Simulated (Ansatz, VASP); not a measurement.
**Two plane-wave programs on Be**

```
Be
1.0
     0.00000    1.57786    1.57786
     1.57786    0.00000    1.57786
     1.57786    1.57786    0.00000
Be
1
Direct
  0.00000 0.00000 0.00000
```

Alike in both runs: task relaxation of cell and atoms; functional PBE; k mesh 20 × 20 × 20; occupations gaussian, width 0.02 eV; no spin polarisation.

```csv
,VASP,Ansatz
version,VASP 6.6.1,Ansatz 0.2.0
potentials or method,"VASP PAW PBE potentials, release 64 (Be), cutoff 600 eV","scalar-relativistic, plane waves, PAW"
valence electrons in the cell,2,2
```

|  | VASP | Ansatz | Ansatz less VASP |
| --- | --- | --- | --- |
| gap on the k mesh at the Fermi level, each at its own relaxed structure (eV) | none | none | - |
| relaxed volume (Å³/atom) | 7.86 | 7.86 | 0.000 |
| relaxed length of the cell vector where the two differ most in proportion (Å) | 2.231 | 2.231 | 0.0000 |

A gap of «none» marks a metal or a gap that the smearing closes.

Noted on VASP's run: the relaxation stopped at its first step, so nothing moved.
